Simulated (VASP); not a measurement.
Here is a VASP 6.6.1 calculation.

The input POSCAR:

```
Te2Mo
1.0
    3.4967380763      0.0000000000      0.0000000000
   -1.7483690381      3.0282640045      0.0000000000
    0.0000000000      0.0000000000     13.7020503281
Te Mo
4 2
Direct
    0.3333333333      0.6666666667      0.1172435443
    0.6666666667      0.3333333333      0.6175254370
    0.6666666667      0.3333333333      0.8827564557
    0.3333333333      0.6666666667      0.3824745630
    0.3333333333      0.6666666667      0.7501434882
    0.6666666667      0.3333333333      0.2498565118
```

The input INCAR.step1:

```
PREC = Accurate
ENCUT = 520
ISMEAR = 0
SIGMA = 0.02
LREAL = F
LASPH = T
NELM = 80
NBANDS = 35
GGA = PE
ALGO = Normal
EDIFF = 1E-4
LWAVE = T
LCHARG = F
```

Contents of INCAR.step2:

```
PREC = Accurate
ENCUT = 520
EDIFF = 1E-6
ISMEAR = 0
SIGMA = 0.02
LREAL = F
LASPH = T
NELM = 80
ALGO = Normal
ISIF = 2
LWAVE = F
LCHARG = T
METAGGA = R2SCAN
LMIXTAU = T
LELF = T
LVHAR = T
NBANDS = 35
ISTART = 1
```

The input KPOINTS:

```
Automatic mesh
0
Gamma
  9 9 2
```

Potentials or basis: VASP PAW PBE potentials, release 64 (Te, Mo_sv).

Command:

```console
$ cat potpaw_PBE.64/Te/POTCAR potpaw_PBE.64/Mo_sv/POTCAR > POTCAR
$ cp INCAR.step1 INCAR
$ mpirun -np 1 vasp_std > vasp.out
$ cp INCAR.step2 INCAR
$ mpirun -np 1 vasp_std > vasp.out
```

Predict the pressure.

3.2 GPa.

Predict the largest force.

0.255 eV/Å.

Stress tensor (GPa, compression positive):
```
3.62 0.00 0.00
0.00 3.62 0.00
0.00 0.00 2.35
```

Caveat: the PAW data sets were made with another functional, which shifts forces and pressure a little.
